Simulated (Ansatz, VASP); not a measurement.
## ZnS: VASP beside Ansatz

File INCAR:

```
PREC     = Accurate       # precision mode
ENCUT    = 520            # plane-wave cutoff, eV
EDIFF    = 1E-6           # SCF threshold, eV
ISMEAR   = -1             # smearing method
SIGMA    = 0.01           # smearing width, eV
LREAL    = False          # projectors in reciprocal space
LASPH    = True           # aspherical terms in the spheres
NELM     = 60             # most SCF steps
ALGO     = Normal         # electronic algorithm
ISIF     = 2              # what is computed and relaxed
LWAVE    = False          # write WAVECAR
LCHARG   = False          # write CHGCAR
GGA      = PS             # functional
NBANDS   = 16             # bands
```

File KPOINTS:

```
Automatic mesh
0
Gamma
  8 8 8
```

POSCAR

```
ZnS
1.0
    0.0000000000      2.6864974396      2.6864974396
    2.6864974396      0.0000000000      2.6864974396
    2.6864974396      2.6864974396      0.0000000000
Zn S
1 1
Direct
    0.0000000000      0.0000000000      0.0000000000
    0.7500000000      0.7500000000      0.7500000000
```

Input for Ansatz:

```yaml
crystal:
  lattice:
    - [0.0, 2.6864974396, 2.6864974396]
    - [2.6864974396, 0.0, 2.6864974396]
    - [2.6864974396, 2.6864974396, 0.0]
  atoms:
    - { symbol: Zn, position: [0.0, 0.0, 0.0] }
    - { symbol: S, position: [0.75, 0.75, 0.75] }
kpoints:
  mp_grid: { grid: [8, 8, 8] }
  band_path:
    path:
      - [0.0, 0.0, 0.0]
      - [-0.5, -0.5, 0.0]
      - [-0.375, -0.375, 0.25]
      - [-0.375, 0.0, 0.375]
      - [0.0, 0.0, 0.0]
      - [0.0, 0.0, 0.5]
      - [-0.5, -0.25, 0.25]
      - [-0.5, -0.5, 0.0]
    npoints: 5
scf:
  occupations: { method: fermi_dirac, width: 0.01 }
hamiltonian:
  xc: pbesol
  pseudopotentials: { kind: all_electron, lapw: { basis_error: 0.00025 } }
output:
  forces: true
  stress: true
  eigenvalues: true
```

Change from the starting cell: volume scaled by 0.98.

Alike in both runs: task single point; functional PBEsol; k mesh 8 × 8 × 8; occupations fermi-dirac, width 0.01 eV; no spin polarisation.

```csv
,VASP,Ansatz
version,VASP 6.6.1,Ansatz 0.2.0
potentials or method,"VASP PAW PBE potentials, release 64 (Zn, S), cutoff 520 eV","all-electron LAPW, scalar-relativistic"
```

VASP gave:

```
gap on the k mesh at the Fermi level (eV) : 2.05
pressure (GPa)                            : -0.5
```

Q: Estimate Ansatz's values.

A: gap on the k mesh at the Fermi level (eV): 2.05; pressure (GPa): -0.7.

VASP's potentials were made for PBE, not for PBEsol. Ansatz ran all-electron here, and VASP with PAW potentials.
